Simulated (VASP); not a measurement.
# CdS (Fm-3m) in VASP: further runs

CdS is run at these levels: PBEsol; tasks: relaxation of cell and atoms, single point.

Everything below comes from runs of VASP 6.6.1. Logs are shortened: lines on timing, memory, paths and dates and some standing lists are left out, and cuts for length are marked.

**1. The cell of the first run**

Symmetry: Fm-3m, No. 225, cubic system. The conventional cell has a = 5.398 Å, b = 5.398 Å, c = 5.398 Å, α = 90.00°, β = 90.00°, γ = 90.00°. Within 3.6 Å of Cd (site symmetry m-3m) lie 6 S at 2.70 Å. S (site symmetry m-3m) has 6 Cd at 2.70 Å within 3.6 Å.

**2. Relaxation of cell and atoms, PBEsol, target pressure 15 GPa, at which the enthalpy is minimised**

The input, INCAR:

```
  ALGO = Normal
  EDIFF = 1E-7
  EDIFFG = -0.002
  ENCUT = 600
  GGA = PS
  IBRION = 2
  ISIF = 3
  ISMEAR = -1
  LASPH = True
  LCHARG = False
  LREAL = False
  LWAVE = False
  NELM = 60
  NSW = 100
  PREC = Accurate
  PSTRESS = 150.0
  SIGMA = 0.1
```

The input, KPOINTS:

```
k-points
0
Gamma
  16 16 16
```

The input, POSCAR:

```
CdS
1.0
    0.0000000000      2.6987645878      2.6987645878
    2.6987645878      0.0000000000      2.6987645878
    2.6987645878      2.6987645878      0.0000000000
Cd S
1 1
Direct
    0.0000000000      0.0000000000      0.0000000000
    0.5000000000      0.5000000000      0.5000000000
```

Potentials or basis: VASP PAW PBE potentials, release 64 (Cd, S).

Started as:

```bash
$ cat potpaw_PBE.64/Cd/POTCAR potpaw_PBE.64/S/POTCAR > POTCAR
$ mpirun -np 1 vasp_std > vasp.out
```

OUTCAR:

```text
EDIFF = 1E-7
   EDIFFG = -0.002
   ENCUT = 600
   GGA = PS
   IBRION = 2
   ISIF = 3
   ISMEAR = -1
   LASPH = True
   LREAL = False
   NELM = 60
   NSW = 100
   PREC = Accurate
   PSTRESS = 150.0

 ion  position               nearest neighbor table
   1  0.000  0.000  0.000-   2 2.70   2 2.70   2 2.70   2 2.70   2 2.70   2 2.70
   2  0.500  0.500  0.500-   1 2.70   1 2.70   1 2.70   1 2.70   1 2.70   1 2.70

  LATTYP: Found a face centered cubic cell.
 ALAT       =     5.3975291756

  Lattice vectors:

 A1 = (   0.0000000000,   2.6987645878,   2.6987645878)
 A2 = (   2.6987645878,   0.0000000000,   2.6987645878)
 A3 = (   2.6987645878,   2.6987645878,   0.0000000000)

Analysis of symmetry for initial positions (statically):
=====================================================================
 Subroutine PRICEL returns:
 Original cell was already a primitive cell.

 Routine SETGRP: Setting up the symmetry group for a
 face centered cubic supercell.

 Subroutine GETGRP returns: Found 48 space group operations
 (whereof 48 operations were pure point group operations)
 out of a pool of 48 trial point group operations.

The static configuration has the point symmetry O_h .

Analysis of symmetry for dynamics (positions and initial velocities):
=====================================================================
 Subroutine PRICEL returns:
 Original cell was already a primitive cell.

 Routine SETGRP: Setting up the symmetry group for a
 face centered cubic supercell.

 Subroutine GETGRP returns: Found 48 space group operations
 (whereof 48 operations were pure point group operations)
 out of a pool of 48 trial point group operations.

The dynamic configuration has the point symmetry O_h .

 Subroutine INISYM returns: Found 48 space group operations
 (whereof 48 operations are pure point group operations),
 and found     1 'primitive' translations

----------------------------------------------------------------------------------------

                                     Primitive cell

  volume of cell :      39.3120

  direct lattice vectors                    reciprocal lattice vectors
     0.000000000  2.698764588  2.698764588    -0.185269957  0.185269957  0.185269957
     2.698764588  0.000000000  2.698764588     0.185269957 -0.185269957  0.185269957
     2.698764588  2.698764588  0.000000000     0.185269957  0.185269957 -0.185269957

  length of vectors
     3.816629482  3.816629482  3.816629482     0.320896979  0.320896979  0.320896979

  position of ions in fractional coordinates (direct lattice)
     0.000000000  0.000000000  0.000000000
     0.500000000  0.500000000  0.500000000

  ion indices of the primitive-cell ions
   primitive index   ion index
                 1           1
                 2           2

----------------------------------------------------------------------------------------

 KPOINTS: k-points

Automatic generation of k-mesh.
 Grid dimensions read from file:
 generate k-points for:   16   16   16

 Generating k-lattice:

  Cartesian coordinates                     Fractional coordinates (reciprocal lattice)
    -0.011579372  0.011579372  0.011579372     0.062500000  0.000000000  0.000000000
     0.011579372 -0.011579372  0.011579372     0.000000000  0.062500000  0.000000000
     0.011579372  0.011579372 -0.011579372     0.000000000  0.000000000  0.062500000

  Length of vectors
     0.020056061  0.020056061  0.020056061

  Shift w.r.t. Gamma in fractional coordinates (k-lattice)
     0.000000000  0.000000000  0.000000000

 Subroutine IBZKPT returns following result:
 ===========================================

 Found    145 irreducible k-points:

 Following reciprocal coordinates:
            Coordinates               Weight
  0.000000  0.000000  0.000000      1.000000
  0.062500  0.000000  0.000000      8.000000
  0.125000  0.000000  0.000000      8.000000
  0.187500  0.000000  0.000000      8.000000
  0.250000  0.000000  0.000000      8.000000
  0.312500  0.000000  0.000000      8.000000
[... 16 lines left out ...]
 -0.125000  0.062500  0.000000     24.000000
 -0.062500  0.062500  0.000000     12.000000
 [... further k-points ...]
   k-points           NKPTS =    145   k-points in BZ     NKDIM =    145   number of bands    NBANDS=     13
   number of dos      NEDOS =    301   number of ions     NIONS =      2
   total plane-waves  NPLWV =  27000
   dimension x,y,z NGX =    30 NGY =   30 NGZ =   30
   dimension x,y,z NGXF=    60 NGYF=   60 NGZF=   60
   ions per type =               1   1
   NGX,Y,Z   is equivalent  to a cutoff of  13.07, 13.07, 13.07 a.u.
   NGXF,Y,Z  is equivalent  to a cutoff of  26.13, 26.13, 26.13 a.u.
 SYSTEM =  unknown system
   PREC   = accura    normal or accurate (medium, high low for compatibility)
   ISTART =      0    job   : 0-new  1-cont  2-samecut
   ICHARG =      2    charge: 1-file 2-atom 10-const
   ISPIN  =      1    spin polarized calculation?
   LNONCOLLINEAR =      F non collinear calculations
   LSORBIT =      F    spin-orbit coupling
   LASPH  =      T    aspherical Exc in radial PAW
   ENCUT  =  600.0 eV  44.10 Ry    6.64 a.u.   7.62  7.62  7.62*2*pi/ulx,y,z
   NELM   =     60;   NELMIN=  2; NELMDL= -5     # of ELM steps
   EDIFF  = 0.1E-06   stopping-criterion for ELM
   LREAL  =      F    real-space projection
   EDIFFG = -.2E-02   stopping-criterion for IOM
   NSW    =    100    number of steps for IOM
   IBRION =      2    ionic relax: 0-MD 1-quasi-New 2-CG
   NFREE  =      1    steps in history (QN), initial steepest desc. (CG)
   ISIF   =      3    stress and relaxation
   ISYM   =      2    0-nonsym 1-usesym 2-fastsym
   POTIM  = 0.5000    time-step for ionic-motion
   TEBEG  =    0.0;   TEEND  =   0.0 temperature during run
   PSTRESS=  150.0 pullay stress
   NELECT =      18.0000    total number of electrons
   NUPDOWN=      -1.0000    fix difference up-down
   EMIN   =  10.00;   EMAX   =-10.00  energy-range for DOS
   EFERMI =   0.00;   METHOD = LEGACY
   ISMEAR =    -1;   SIGMA  =   0.10  broadening in eV -4-tet -1-fermi 0-gaus
   EFERMI_NEDOS =   21; number of points for ismear=-14 and -15
   IALGO  =     38    algorithm
   IMIX   =      4    mixing-type and parameters
     AMIX     =   0.40;   BMIX     =  1.00
     AMIX_MAG =   1.60;   BMIX_MAG =  1.00
  volume/ion in A,a.u.               =      19.66       132.65
  Fermi-wavevector in a.u.,A,eV,Ry     =   1.261800  2.384457 21.662384  1.592140
  Thomas-Fermi vector in A             =   2.395241
   LORBIT       =      0    0 simple, 1 ext, 2 COOP (PROOUT), +10 PAW based schemes
   GGA     = PS    functional components
   LHFCALC =     F    Hartree Fock is set to
   AEXX    =    0.0000 exact exchange contribution
   IVDW    =     0    specifies the selected vdW correction
   LEPSILON=     F    determine dielectric tensor
   LRPA    =     F    only Hartree local field effects (RPA)
 conjugate gradient relaxation of ions
 non-spin polarized calculation
  energy-cutoff  :      600.00
  volume of cell :       39.31
 maximum number of plane-waves:      1363
   NGX = 15   NGY = 15   NGZ = 15

--------------------------------------- Ionic step        1  -------------------------------------------

 number of electron      17.9999997 magnetization

 Free energy of the ion-electron system (eV)
  ---------------------------------------------------
  ext. energy  EPLUGINS =         0.00000000
  ---------------------------------------------------
  free energy    TOTEN  =        -6.64889739 eV

  energy without entropy =       -6.64456996  energy(sigma->0) =       -6.64673368

 E-fermi :   3.5114     XC(G=0): -10.8052

 val. band max:        3.3442403885   @ k =   0.5000   0.5000   0.0000
 cond. band min:       3.5451892108   @ k =   0.4375   0.4375   0.0000
 fundamental gap:      0.2009488223
 Fermi energy:         3.5113928133

 k-point     1 :       0.0000    0.0000    0.0000
  band No.  band energies     occupation
      1      -9.9024      2.00000
      2      -4.4738      2.00000
      3      -4.4738      2.00000
      4      -4.4707      2.00000
      5      -4.4707      2.00000
      6      -4.4707      2.00000
      7       2.3732      1.99998
      8       2.3732      1.99998
      9       2.3732      1.99998
     10       4.1918      0.00222
     11      12.3794      0.00000
     12      12.3794      0.00000
     13      12.3794      0.00000
[... 353 lines left out ...]
 k-point    24 :      -0.0625    0.0625    0.0000
  band No.  band energies     occupation
      1      -9.8044      2.00000
      2      -4.5207      2.00000
      3      -4.5001      2.00000
      4      -4.4824      2.00000
      5      -4.4568      2.00000
      6      -4.4399      2.00000
      7       1.5562      2.00000
      8       2.2733      1.99999
      9       2.5296      1.99989
     10       5.0885      0.00000
     11      11.5154      0.00000
     12      11.9735      0.00000
     13      12.4761      0.00000

 [... further k-points ...]
[... 5 lines left out ...]
  --------------------------------------------------------------------------------------
  -------------------------------------------------------------------------------------
  Total        0.1228731      0.1228731      0.1228731     -0.0000000     -0.0000000      0.0000000
  in kB        5.0077468      5.0077468      5.0077468     -0.0000000     -0.0000000      0.0000000
  external PRESSURE =    -144.9922532 kB  Pullay stress =     150.0000000 kB
[... 213 lines left out ...]
  enthalpy is  TOTEN    =        -3.2007067768 eV   P V=        3.2554822448

--------------------------------------- Ionic step        7  -------------------------------------------

 number of electron      18.0000000 magnetization

 Free energy of the ion-electron system (eV)
  ---------------------------------------------------
  ext. energy  EPLUGINS =         0.00000000
  ---------------------------------------------------
  free energy    TOTEN  =        -6.44915855 eV

  energy without entropy =       -6.44482670  energy(sigma->0) =       -6.44699262

 E-fermi :   4.8948     XC(G=0): -11.4411

 val. band max:        4.7022088981   @ k =   0.5000   0.5000   0.0000
 cond. band min:       4.8988894759   @ k =   0.4375   0.4375   0.0000
 fundamental gap:      0.1966805778
 Fermi energy:         4.8948470704

 k-point     1 :       0.0000    0.0000    0.0000
  band No.  band energies     occupation
      1      -9.5434      2.00000
      2      -3.4778      2.00000
      3      -3.4778      2.00000
      4      -3.4742      2.00000
      5      -3.4742      2.00000
      6      -3.4742      2.00000
      7       3.4633      2.00000
      8       3.4633      2.00000
      9       3.4633      2.00000
     10       6.2457      0.00000
     11      13.7911      0.00000
     12      13.7911      0.00000
     13      13.7911      0.00000
[... 353 lines left out ...]
 k-point    24 :      -0.0625    0.0625    0.0000
  band No.  band energies     occupation
      1      -9.4229      2.00000
      2      -3.5464      2.00000
      3      -3.5179      2.00000
      4      -3.4937      2.00000
      5      -3.4544      2.00000
      6      -3.4309      2.00000
      7       2.6952      2.00000
      8       3.3538      2.00000
      9       3.6706      1.99999
     10       7.0981      0.00000
     11      12.8552      0.00000
     12      13.4730      0.00000
     13      13.8847      0.00000

 [... further k-points ...]
[... 5 lines left out ...]
  --------------------------------------------------------------------------------------
  -------------------------------------------------------------------------------------
  Total        3.2496424      3.2496424      3.2496424      0.0000000      0.0000000     -0.0000000
  in kB      150.0585553    150.0585553    150.0585553      0.0000000      0.0000000     -0.0000000
  external PRESSURE =       0.0585553 kB  Pullay stress =     150.0000000 kB
[... 17 lines left out ...]
  FREE ENERGIE OF THE ION-ELECTRON SYSTEM (eV)
  ---------------------------------------------------
  free  energy   TOTEN  =        -6.4491585507 eV

  energy  without entropy=       -6.4448266971  energy(sigma->0) =       -6.44699262

  enthalpy is  TOTEN    =        -3.2007842509 eV   P V=        3.2483742998

 reached required accuracy - stopping structural energy minimisation
```

Run time: 9.7 min. Hardware: 1 thread of AMD EPYC 7R13, shared host; peak memory 0.23 GiB.

Results:

```
Free energy                                            : -6.4492 eV
Relaxed volume                                         : 17.35 Å³/atom
Relaxed cell                                           : a = 3.661 Å, b = 3.661 Å, c = 3.661 Å, α = 60.00°, β = 60.00°, γ = 60.00°
Space group after relaxing (to 0.05 Å)                 : Fm-3m (No. 225)
Energy change on relaxing (the enthalpy is what falls) : +99.9 meV/atom
Ionic steps                                            : 7
Pressure after relaxing                                : 15.0 GPa
```

Step by step:
```
step  energy change (eV)  largest force (eV/Å)  pressure (GPa)  volume (Å³)
   1              0.0000                0.0000            0.50        39.31
   2              1.0126                0.0000           44.33        30.04
   3              0.1872                0.0000           14.41        34.83
   4              0.1976                0.0000           14.91        34.72
   5              0.2059                0.0000           15.29        34.63
   6              0.1927                0.0000           14.67        34.77
   7              0.1997                0.0000           15.01        34.70
```

Final structure:
```
Cd S
1.0
     0.00000    2.58872    2.58872
     2.58872    0.00000    2.58872
     2.58872    2.58872    0.00000
Cd S
1 1
Cartesian
  0.0000 0.0000 0.0000
  2.5887 2.5887 2.5887
```

Levels at points of the mesh, in eV from the Fermi level:
```csv
k point,band 5,band 6,band 7,band 8,band 9,band 10,band 11,band 12,band 13
"(0.00, 0.00, 0.00)",-8.37,-8.37,-1.43,-1.43,-1.43,1.35,8.90,8.90,8.90
"(0.50, 0.00, 0.00)",-8.03,-8.03,-5.95,-0.24,-0.24,2.88,5.34,5.34,7.97
"(0.50, 0.50, 0.00)",-7.92,-6.85,-5.84,-3.21,-3.21,-0.19,5.37,10.59,12.17
```

Caveat: the cell is relaxed towards a set pressure, so the enthalpy falls and the energy may rise; the PAW data sets were made with another functional, which shifts forces and pressure a little.

**3. Single point, PBEsol**

This run uses another cell than the first one, of 17.24 Å³/atom, 0.877 times its volume.

The input, INCAR:

```
SYSTEM = CdS
ALGO = Normal
EDIFF = 1E-6
ENCUT = 520
GGA = PS
ISIF = 2
ISMEAR = -1
LASPH = .True.
LCHARG = .True.
LELF = .True.
LREAL = .False.
LVHAR = .True.
LWAVE = .False.
NBANDS = 16
NELM = 60
PREC = Accurate
SIGMA = 0.1
```

The input, KPOINTS:

```
k-points
0
Gamma
  16 16 16
  0 0 0
```

The input, POSCAR:

```
CdS
1.0
    0.0000000000      2.5831953928      2.5831953928
    2.5831953928      0.0000000000      2.5831953928
    2.5831953928      2.5831953928      0.0000000000
Cd S
1 1
Direct
    0.0000000000      0.0000000000      0.0000000000
    0.5000000000      0.5000000000      0.5000000000
```

Potentials or basis: VASP PAW PBE potentials, release 64 (Cd, S).

Started as:

```bash
$ cat potpaw_PBE.64/Cd/POTCAR potpaw_PBE.64/S/POTCAR > POTCAR
$ mpirun -np 1 vasp_std > vasp.out
```

Run time: 71 s. Hardware: 1 thread of Intel Xeon Platinum 8259CL at 2.50GHz (Skylake/Cascade Lake), shared host; peak memory 0.21 GiB.

The run converged. Its results:

- Free energy: -6.4252 eV
- Pressure: 16.0 GPa

Levels at points of the mesh, in eV from the Fermi level:
```
           k point  band 6  band 7  band 8  band 9  band 10  band 11  band 12  band 13
(0.00, 0.00, 0.00)   -8.39   -1.45   -1.45   -1.45     1.39     8.90     8.90     8.90
(0.50, 0.00, 0.00)   -8.05   -5.98   -0.24   -0.24     2.87     5.33     5.33     8.04
(0.50, 0.50, 0.00)   -6.85   -5.89   -3.24   -3.24    -0.20     5.36    10.63    12.23
```

Caveat: the PAW data sets were made with another functional, which shifts forces and pressure a little.

**4. Single point, PBEsol**

This run uses another cell than the first one, of 17.87 Å³/atom, 0.909 times its volume.

The input, INCAR:

```
SYSTEM = CdS
  PREC = Accurate
  ENCUT = 520
  EDIFF = 1E-6
  ISMEAR = -1
  SIGMA = 0.1
  LREAL = .False.
  LASPH = .True.
  NELM = 60
  ALGO = Normal
  ISIF = 2
  LWAVE = .False.
  LCHARG = .True.
  GGA = PS
  LELF = .True.
  LVHAR = .True.
  NBANDS = 16
```

The input, KPOINTS:

```
regular mesh
0
Gamma
  16 16 16
  0 0 0
```

The input, POSCAR:

```
CdS
1.0
    0.0000000000      2.6143035967      2.6143035967
    2.6143035967      0.0000000000      2.6143035967
    2.6143035967      2.6143035967      0.0000000000
Cd S
1 1
Direct
    0.0000000000      0.0000000000      0.0000000000
    0.5000000000      0.5000000000      0.5000000000
```

Started as:

```bash
$ cat potpaw_PBE.64/Cd/POTCAR potpaw_PBE.64/S/POTCAR > POTCAR
$ mpirun -np 1 vasp_std > vasp.out
```

Wall time 71 s (1 thread of Intel Xeon Platinum 8259CL at 2.50GHz (Skylake/Cascade Lake), shared host); peak memory 0.21 GiB.

The run converged. Its results:

| Item | Value |
| --- | --- |
| Free energy | -6.5305 eV |
| Pressure | 10.9 GPa |

Levels at points of the mesh, in eV from the Fermi level:
```
           k point  band 6  band 7  band 8  band 9  band 10  band 11  band 12  band 13
(0.00, 0.00, 0.00)   -8.26   -1.36   -1.36   -1.36     1.18     8.89     8.89     8.89
(0.50, 0.00, 0.00)   -7.95   -5.82   -0.26   -0.26     2.92     5.38     5.38     7.69
(0.50, 0.50, 0.00)   -6.86   -5.60   -3.07   -3.07    -0.18     5.41    10.38    11.93
```

Caveat: the PAW data sets were made with another functional, which shifts forces and pressure a little.

**5. Overview**

```csv
task,cell,cutoff (eV),pressure (GPa)
relaxation of cell and atoms,"relaxed to 15 GPa from a = 3.817 Å, angles 60.0°, 2 atoms",600,15.0
single point,"a = 3.653 Å, angles 60.0°, 2 atoms",520,16.0
single point,"a = 3.697 Å, angles 60.0°, 2 atoms",520,10.9
```

Alike in all rows: level PBEsol; potentials or basis VASP PAW PBE potentials, release 64 (Cd, S); no spin polarisation; k mesh 16 × 16 × 16; smearing fermi-dirac 0.1 eV.

Caveats: the PAW data sets were made with another functional, which shifts forces and pressure a little; the cell is relaxed towards a set pressure, so the enthalpy falls and the energy may rise (some runs).

Total energies depend on the potentials used, so only differences within one code and one set of settings carry meaning.
